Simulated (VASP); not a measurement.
Set up this calculation in VASP 6.6.1, as the native input.

```
Task                   : single point
Functional             : LDA
Potentials or basis    : VASP PAW LDA potentials, release 64 (Ti_sv, N)
Cutoff                 : 520 eV
k mesh                 : 8 × 8 × 8
Occupations            : gaussian, width 0.1 eV
Spin                   : no spin polarisation
Dipole correction      : no
Further INCAR settings : ALGO = Normal; EDIFF = 1e-06; NBANDS = 16
```

The structure of TiN lies in POSCAR:

```
TiN
1.0
    0.0000000000      2.1206234500      2.1206234500
    2.1206234500      0.0000000000      2.1206234500
    2.1206234500      2.1206234500      0.0000000000
Ti N
1 1
Direct
    0.0000000000      0.0000000000      0.0000000000
    0.5000000000      0.5000000000      0.5000000000
```

These files were run (other wordings do the same):

INCAR

```
SYSTEM = TiN
ALGO = Normal
EDIFF = 1E-6
ENCUT = 520
ISIF = 2
ISMEAR = 0
LASPH = .TRUE.
LCHARG = .FALSE.
LREAL = .FALSE.
LWAVE = .FALSE.
NBANDS = 16
NELM = 100
PREC = Accurate
SIGMA = 0.1
```

KPOINTS

```
k-points
0
G
  8 8 8
  0 0 0
```

Potentials or basis: VASP PAW LDA potentials, release 64 (Ti_sv, N).

Launch:

```bash
$ cat potpaw_LDA.64/Ti_sv/POTCAR potpaw_LDA.64/N/POTCAR > POTCAR
$ mpirun -np 1 vasp_std > vasp.out
```

Results of the run:

```yaml
Pressure: -13.2 GPa
Band_gap_on_the_k_mesh: zero (an odd number of electrons rules out a gap without spin polarisation)
```

Caveat: the cell stands under tension.

Wall time 12 s on 1 thread of Intel Xeon 8259CL, on a shared host, peak memory 0.13 GiB.
